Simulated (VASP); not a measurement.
# Dy2H (P-4m2) in VASP: further runs

The runs below take Dy2H through single point, with PBE.

Everything below comes from runs of VASP 6.6.1. Logs are shortened: lines on timing, memory, paths and dates and some standing lists are left out, and cuts for length are marked.

### 1 The cell of the first run

It takes space group P-4m2 (No. 115, tetragonal). Conventional cell: a = 3.650 Å, b = 3.650 Å, c = 5.274 Å, α = 90.00°, β = 90.00°, γ = 90.00°. Within 2.9 Å of Dy (site symmetry 2mm) lie 2 H at 2.20 Å. H (site symmetry -4m2) has 4 Dy at 2.20 Å within 2.9 Å.

### 2 Single point, PBE (23.42 Å³/atom)

Input file INCAR:

```
PREC = Accurate
ENCUT = 500
EDIFF = 1E-6
ISMEAR = 0
SIGMA = 0.1
LREAL = F
LASPH = T
NELM = 200
ALGO = Normal
ISIF = 2
LWAVE = F
LCHARG = F
GGA = PE
NBANDS = 16
GGA_COMPAT = F
LMAXMIX = 6
```

Input file KPOINTS:

```
regular mesh
0
Gamma
  10 10 8
```

Input file POSCAR:

```
Dy2H
1.0
    3.6501345317      0.0000000000      0.0000000000
    0.0000000000      3.6501345317      0.0000000000
    0.0000000000      0.0000000000      5.2735473450
Dy H
2 1
Direct
    0.0000000000      0.5000000000      0.7667820926
    0.5000000000      0.0000000000      0.2332179074
    0.0000000000      0.0000000000      0.0000000000
```

Potentials or basis: VASP PAW PBE potentials, release 64 (Dy_3, H), 4f in core.

On the command line:

```sh
$ cat potpaw_PBE.64/Dy_3/POTCAR potpaw_PBE.64/H/POTCAR > POTCAR
$ mpirun -np 1 vasp_std > vasp.out
```

OUTCAR:

```text
PREC = Accurate
   ENCUT = 500
   EDIFF = 1E-6
   ISMEAR = 0
   LREAL = F
   LASPH = T
   NELM = 200
   ISIF = 2
   GGA = PE

 ion  position               nearest neighbor table
   1  0.000  0.500  0.767-   3 2.20   3 2.20   2 3.57   2 3.57   2 3.57   2 3.57
   2  0.500  0.000  0.233-   3 2.20   3 2.20   1 3.57   1 3.57   1 3.57   1 3.57
   3  0.000  0.000  0.000-   1 2.20   2 2.20   1 2.20   2 2.20

  LATTYP: Found a simple tetragonal cell.
 ALAT       =     3.6501345317
 C/A-ratio  =     1.4447542410

  Lattice vectors:

 A1 = (   3.6501345317,   0.0000000000,   0.0000000000)
 A2 = (   0.0000000000,   3.6501345317,   0.0000000000)
 A3 = (   0.0000000000,   0.0000000000,   5.2735473450)

Analysis of symmetry for initial positions (statically):
=====================================================================
 Subroutine PRICEL returns:
 Original cell was already a primitive cell.

 Routine SETGRP: Setting up the symmetry group for a
 simple tetragonal supercell.

 Subroutine GETGRP returns: Found  8 space group operations
 (whereof  8 operations were pure point group operations)
 out of a pool of 16 trial point group operations.

The static configuration has the point symmetry D_2d.

Analysis of symmetry for dynamics (positions and initial velocities):
=====================================================================
 Subroutine PRICEL returns:
 Original cell was already a primitive cell.

 Routine SETGRP: Setting up the symmetry group for a
 simple tetragonal supercell.

 Subroutine GETGRP returns: Found  8 space group operations
 (whereof  8 operations were pure point group operations)
 out of a pool of 16 trial point group operations.

The dynamic configuration has the point symmetry D_2d.

 Subroutine INISYM returns: Found  8 space group operations
 (whereof  8 operations are pure point group operations),
 and found     1 'primitive' translations

----------------------------------------------------------------------------------------

                                     Primitive cell

  volume of cell :      70.2620

  direct lattice vectors                    reciprocal lattice vectors
     3.650134532  0.000000000  0.000000000     0.273962505  0.000000000  0.000000000
     0.000000000  3.650134532  0.000000000     0.000000000  0.273962505  0.000000000
     0.000000000  0.000000000  5.273547345     0.000000000  0.000000000  0.189625680

  length of vectors
     3.650134532  3.650134532  5.273547345     0.273962505  0.273962505  0.189625680

  position of ions in fractional coordinates (direct lattice)
     0.000000000  0.500000000  0.766782093
     0.500000000  0.000000000  0.233217907
     0.000000000  0.000000000  0.000000000

  ion indices of the primitive-cell ions
   primitive index   ion index
                 1           1
                 2           2
                 3           3

----------------------------------------------------------------------------------------

 KPOINTS: regular mesh

Automatic generation of k-mesh.
 Grid dimensions read from file:
 generate k-points for:   10   10    8

 Generating k-lattice:

  Cartesian coordinates                     Fractional coordinates (reciprocal lattice)
     0.027396251  0.000000000  0.000000000     0.100000000  0.000000000  0.000000000
     0.000000000  0.027396251  0.000000000     0.000000000  0.100000000  0.000000000
     0.000000000  0.000000000  0.023703210     0.000000000  0.000000000  0.125000000

  Length of vectors
     0.027396251  0.027396251  0.023703210

  Shift w.r.t. Gamma in fractional coordinates (k-lattice)
     0.000000000  0.000000000  0.000000000

 Subroutine IBZKPT returns following result:
 ===========================================

 Found    105 irreducible k-points:

 Following reciprocal coordinates:
            Coordinates               Weight
  0.000000  0.000000  0.000000      1.000000
  0.100000  0.000000  0.000000      4.000000
  0.200000  0.000000  0.000000      4.000000
  0.300000  0.000000  0.000000      4.000000
  0.400000  0.000000  0.000000      4.000000
  0.500000  0.000000  0.000000      2.000000
[... 16 lines left out ...]
  0.100000  0.000000  0.125000      8.000000
  0.200000  0.000000  0.125000      8.000000
 [... further k-points ...]
   k-points           NKPTS =    105   k-points in BZ     NKDIM =    105   number of bands    NBANDS=     16
   number of dos      NEDOS =    301   number of ions     NIONS =      3
   total plane-waves  NPLWV =  31360
   dimension x,y,z NGX =    28 NGY =   28 NGZ =   40
   dimension x,y,z NGXF=    56 NGYF=   56 NGZF=   80
   ions per type =               2   1
   NGX,Y,Z   is equivalent  to a cutoff of  12.75, 12.75, 12.61 a.u.
   NGXF,Y,Z  is equivalent  to a cutoff of  25.51, 25.51, 25.22 a.u.
 SYSTEM =  unknown system
   PREC   = accura    normal or accurate (medium, high low for compatibility)
   ISTART =      0    job   : 0-new  1-cont  2-samecut
[... 114 lines left out ...]
      2     -20.7766      2.00000
      3     -20.6593      2.00000
      4     -20.5631      2.00000
      5     -20.5480      2.00000
      6     -20.4643      2.00000
[... 8 lines left out ...]
     15       6.0430      0.00000
     16       7.0380      0.00000

 k-point     6 :       0.5000    0.0000    0.0000
  band No.  band energies     occupation
      1     -20.9144      2.00000
      2     -20.7897      2.00000
      3     -20.6157      2.00000
      4     -20.6041      2.00000
      5     -20.5525      2.00000
      6     -20.4705      2.00000
[... 8 lines left out ...]
     15       6.3447      0.00000
     16       6.5588      0.00000

 k-point     7 :       0.1000    0.1000    0.0000
  band No.  band energies     occupation
      1     -20.8850      2.00000
      2     -20.6648      2.00000
      3     -20.6398      2.00000
      4     -20.4832      2.00000
      5     -20.4569      2.00000
      6     -20.4394      2.00000
[... 8 lines left out ...]
     15       6.6826      0.00000
     16       7.0488      0.00000

 k-point     8 :       0.2000    0.1000    0.0000
  band No.  band energies     occupation
      1     -20.8551      2.00000
      2     -20.7230      2.00000
      3     -20.6295      2.00000
      4     -20.5543      2.00000
      5     -20.4701      2.00000
      6     -20.4560      2.00000
[... 8 lines left out ...]
     15       6.2589      0.00000
     16       6.7903      0.00000

 k-point     9 :       0.3000    0.1000    0.0000
  band No.  band energies     occupation
      1     -20.8465      2.00000
      2     -20.7694      2.00000
      3     -20.6380      2.00000
      4     -20.6071      2.00000
      5     -20.4993      2.00000
      6     -20.4713      2.00000
[... 8 lines left out ...]
     15       5.9218      0.00000
     16       7.1293      0.00000
[... 172 lines left out ...]
 k-point    19 :       0.4000    0.4000    0.0000
  band No.  band energies     occupation
      1     -20.9838      2.00000
      2     -20.8334      2.00000
      3     -20.6765      2.00000
      4     -20.6270      2.00000
      5     -20.5972      2.00000
      6     -20.5642      2.00000
[... 8 lines left out ...]
     15       7.5763      0.00000
     16       7.9020      0.00000

 k-point    20 :       0.5000    0.4000    0.0000
  band No.  band energies     occupation
      1     -21.0026      2.00000
      2     -20.8498      2.00000
      3     -20.6768      2.00000
      4     -20.6109      2.00000
      5     -20.6021      2.00000
      6     -20.5784      2.00000
[... 8 lines left out ...]
     15       8.0513      0.00000
     16       8.2406      0.00000

 k-point    21 :       0.5000    0.5000    0.0000
  band No.  band energies     occupation
      1     -21.0203      2.00000
      2     -20.8648      2.00000
      3     -20.6793      2.00000
      4     -20.6020      2.00000
      5     -20.6020      2.00000
      6     -20.5900      2.00000
[... 8 lines left out ...]
     15       8.1873      0.00000
     16       8.3381      0.00000

 k-point    22 :       0.0000    0.0000    0.1250
  band No.  band energies     occupation
      1     -20.8941      2.00000
      2     -20.6272      2.00000
      3     -20.6272      2.00000
      4     -20.4471      2.00000
      5     -20.4421      2.00000
      6     -20.4421      2.00000
[... 8 lines left out ...]
     15       6.7087      0.00000
     16       7.9607      0.00000

 k-point    23 :       0.1000    0.0000    0.1250
  band No.  band energies     occupation
      1     -20.8846      2.00000
      2     -20.6526      2.00000
      3     -20.6214      2.00000
      4     -20.4858      2.00000
      5     -20.4435      2.00000
      6     -20.4382      2.00000
[... 8 lines left out ...]
     15       6.5179      0.00000
     16       7.3619      0.00000

 k-point    24 :       0.2000    0.0000    0.1250
  band No.  band energies     occupation
      1     -20.8641      2.00000
      2     -20.7125      2.00000
      3     -20.6054      2.00000
      4     -20.5618      2.00000
      5     -20.4535      2.00000
      6     -20.4479      2.00000
[... 8 lines left out ...]
     15       6.5133      0.00000
     16       6.6610      0.00000

 [... further k-points ...]
[... 5 lines left out ...]
  --------------------------------------------------------------------------------------
  -------------------------------------------------------------------------------------
  Total       -0.4379474     -0.4379474     -0.4450490      0.0000000      0.0000000      0.0000000
  in kB       -9.9864685     -9.9864685    -10.1484063      0.0000000      0.0000000      0.0000000
  external PRESSURE =     -10.0404478 kB  Pullay stress =       0.0000000 kB

 VOLUME and BASIS-vectors are now :
 -----------------------------------------------------------------------------
  energy-cutoff  :      500.00
  volume of cell :       70.26
      direct lattice vectors                 reciprocal lattice vectors
     3.650134532  0.000000000  0.000000000     0.273962505  0.000000000  0.000000000
     0.000000000  3.650134532  0.000000000     0.000000000  0.273962505  0.000000000
     0.000000000  0.000000000  5.273547345     0.000000000  0.000000000  0.189625680

 POSITION                                       TOTAL-FORCE (eV/Angst)
 -----------------------------------------------------------------------------------
      0.00000      1.82507      4.04366        -0.000000     -0.000000     -0.021092
      1.82507      0.00000      1.22989         0.000000     -0.000000      0.021092
      0.00000      0.00000      0.00000         0.000000      0.000000      0.000000
 -----------------------------------------------------------------------------------
    total drift:                                0.000000      0.000000     -0.000000

  FREE ENERGIE OF THE ION-ELECTRON SYSTEM (eV)
  ---------------------------------------------------
  free  energy   TOTEN  =       -13.2573815283 eV

  energy  without entropy=      -13.2452584197  energy(sigma->0) =      -13.25131997
```

Wall time 36 s (1 thread of Intel Xeon 6975P-C (Granite Rapids), shared host); peak memory 0.25 GiB.

What came out:

* Free energy: -13.2574 eV
* Pressure: -1.0 GPa
* Largest force: 0.021 eV/Å
* Band gap on the k mesh: zero (an odd number of electrons rules out a gap without spin polarisation)

Forces in eV/Å, atoms in the order of the input:
```
Dy   0.000  0.000 -0.021
Dy   0.000  0.000  0.021
H    0.000  0.000  0.000
```

Levels at points of the mesh, in eV from the Fermi level:
```csv
k point,band 7,band 8,band 9,band 10,band 11,band 12
"(0.00, 0.00, 0.00)",-6.74,-2.51,-1.92,0.73,1.47,1.60
"(0.50, 0.00, 0.00)",-5.40,-1.76,-0.71,0.14,0.51,0.74
"(0.50, 0.50, 0.00)",-4.90,-1.86,-1.86,-0.81,0.69,2.18
"(0.00, 0.00, 0.50)",-6.09,-3.19,-1.29,0.28,1.05,1.88
"(0.50, 0.00, 0.50)",-5.57,-2.11,-0.32,0.59,1.29,1.38
"(0.50, 0.50, 0.50)",-4.79,-0.87,-0.87,0.21,0.31,0.43
```

Caveat: spin-orbit coupling is left out, which moves the levels of the heavy elements; the 4f electrons are frozen in the core, so they carry no moment and show no levels. Spin polarisation is off, so any magnetic state and its effect on volume and gap are missing.

### 3 Single point, PBE (24.10 Å³/atom)

This run uses another cell than the first one, of 24.10 Å³/atom.

Input file INCAR:

```
ALGO = Normal ; EDIFF = 1E-6
ENCUT = 500 ; GGA = PE
GGA_COMPAT = False ; ISIF = 2
ISMEAR = 0 ; LASPH = True
LCHARG = False ; LMAXMIX = 6
LREAL = False ; LWAVE = False
NBANDS = 16 ; NELM = 200
PREC = Accurate ; SIGMA = 0.1
```

Input file KPOINTS:

```
k-points
0
Gamma
  10 10 8
```

Input file POSCAR:

```
Dy2H
1.0
    3.6839689971      0.0000000000      0.0000000000
    0.0000000000      3.6839689971      0.0000000000
    0.0000000000      0.0000000000      5.3279151440
Dy H
2 1
Direct
    0.0000000000      0.5000000000      0.7688029210
    0.5000000000      0.0000000000      0.2311970790
    0.0000000000      0.0000000000      0.0000000000
```

Potentials or basis: VASP PAW PBE potentials, release 64 (Dy_3, H), 4f in core.

On the command line:

```sh
$ cat potpaw_PBE.64/Dy_3/POTCAR potpaw_PBE.64/H/POTCAR > POTCAR
$ mpirun -np 1 vasp_std > vasp.out
```

It took 34 s on 1 thread of Intel Xeon 6975P-C (Granite Rapids), shared host; peak memory 0.26 GiB.

The run converged. Its results:

| Item | Value |
| --- | --- |
| Free energy | -13.2370 eV |
| Pressure | -2.2 GPa |
| Largest force | 0.021 eV/Å |
| Band gap on the k mesh | zero (an odd number of electrons rules out a gap without spin polarisation) |

Forces in eV/Å, atoms in the order of the input:
```
Dy   0.000  0.000 -0.021
Dy   0.000  0.000  0.021
H    0.000  0.000  0.000
```

Levels at points of the mesh, in eV from the Fermi level:
```csv
k point,band 7,band 8,band 9,band 10,band 11,band 12
"(0.00, 0.00, 0.00)",-6.68,-2.48,-1.86,0.67,1.45,1.57
"(0.50, 0.00, 0.00)",-5.39,-1.76,-0.71,0.12,0.52,0.77
"(0.50, 0.50, 0.00)",-4.87,-1.79,-1.79,-0.76,0.66,2.08
"(0.00, 0.00, 0.50)",-6.08,-3.15,-1.29,0.33,0.99,1.91
"(0.50, 0.00, 0.50)",-5.53,-2.07,-0.36,0.52,1.27,1.35
"(0.50, 0.50, 0.50)",-4.78,-0.84,-0.84,0.19,0.32,0.44
```

Caveat: spin-orbit coupling is left out, which moves the levels of the heavy elements; the 4f electrons are frozen in the core, so they carry no moment and show no levels. Spin polarisation is off, so any magnetic state and its effect on volume and gap are missing.

### 4 Single point, PBE (25.01 Å³/atom)

This run uses another cell than the first one, of 25.01 Å³/atom.

Input file INCAR:

```
SYSTEM = Dy2H
PREC = Accurate
ENCUT = 500
EDIFF = 1E-6
ISMEAR = 0
SIGMA = 0.1
LREAL = .False.
LASPH = .True.
NELM = 200
ALGO = Normal
ISIF = 2
LWAVE = .False.
LCHARG = .False.
GGA = PE
NBANDS = 16
GGA_COMPAT = .False.
LMAXMIX = 6
```

Input file KPOINTS:

```
regular mesh
0
Gamma
  10 10 8
  0 0 0
```

Input file POSCAR:

```
Dy2H
1.0
    3.7273795591      0.0000000000      0.0000000000
    0.0000000000      3.7273795591      0.0000000000
    0.0000000000      0.0000000000      5.4009333035
Dy H
2 1
Direct
    0.0000000000      0.5000000000      0.7718815085
    0.5000000000      0.0000000000      0.2281184915
    0.0000000000      0.0000000000      0.0000000000
```

On the command line:

```sh
$ cat potpaw_PBE.64/Dy_3/POTCAR potpaw_PBE.64/H/POTCAR > POTCAR
$ mpirun -np 1 vasp_std > vasp.out
```

Wall time 37 s (1 thread of Intel Xeon 6975P-C (Granite Rapids), shared host); peak memory 0.25 GiB.

The run converged. Its results:

| Item | Value |
| --- | --- |
| Free energy | -13.1882 eV |
| Pressure | -3.5 GPa |
| Largest force | 0.030 eV/Å |
| Band gap on the k mesh | zero (an odd number of electrons rules out a gap without spin polarisation) |

Forces on the atoms (eV/Å):
```
Dy   0.000  0.000 -0.030
Dy   0.000  0.000  0.030
H    0.000  0.000  0.000
```

Levels at points of the mesh, in eV from the Fermi level:
```csv
k point,band 5,band 6,band 7,band 8,band 9,band 10,band 11,band 12,band 13,band 14
"(0.00, 0.00, 0.00)",-23.48,-23.48,-6.61,-2.45,-1.78,0.61,1.42,1.53,1.53,3.54
"(0.50, 0.00, 0.00)",-23.60,-23.51,-5.37,-1.77,-0.69,0.10,0.55,0.81,2.02,2.29
"(0.50, 0.50, 0.00)",-23.62,-23.60,-4.84,-1.71,-1.71,-0.69,0.63,1.96,4.85,4.85
"(0.00, 0.00, 0.50)",-23.51,-23.51,-6.06,-3.10,-1.29,0.38,0.91,1.96,2.28,2.28
"(0.50, 0.00, 0.50)",-23.53,-23.51,-5.49,-2.01,-0.40,0.44,1.25,1.31,1.45,1.58
"(0.50, 0.50, 0.50)",-23.63,-23.63,-4.77,-0.81,-0.81,0.16,0.34,0.46,2.14,2.14
```

Caveat: the cell stands under tension; spin-orbit coupling is left out, which moves the levels of the heavy elements; the 4f electrons are frozen in the core, so they carry no moment and show no levels.

### 5 The runs side by side

```tsv
cell	gap on the mesh (eV)	pressure (GPa)	largest force (eV/Å)
a = 3.650, b = 3.650, c = 5.274 Å, 3 atoms, atomic positions A	none	-1.0	0.02
a = 3.684, b = 3.684, c = 5.328 Å, 3 atoms, atomic positions A	none	-2.2	0.02
a = 3.727, b = 3.727, c = 5.401 Å, 3 atoms, atomic positions B	none	-3.5	0.03
```

Alike in all rows: task single point; level PBE; potentials or basis VASP PAW PBE potentials, release 64 (Dy_3, H), 4f in core; no spin polarisation; k mesh 10 × 10 × 8; cutoff (eV) 500; smearing gaussian 0.1 eV.

Caveats: spin-orbit coupling is left out, which moves the levels of the heavy elements; the 4f electrons are frozen in the core, so they carry no moment and show no levels; the cell stands under tension (at least some runs).

Total energies depend on the potentials used, so only differences within one code and one set of settings carry meaning.
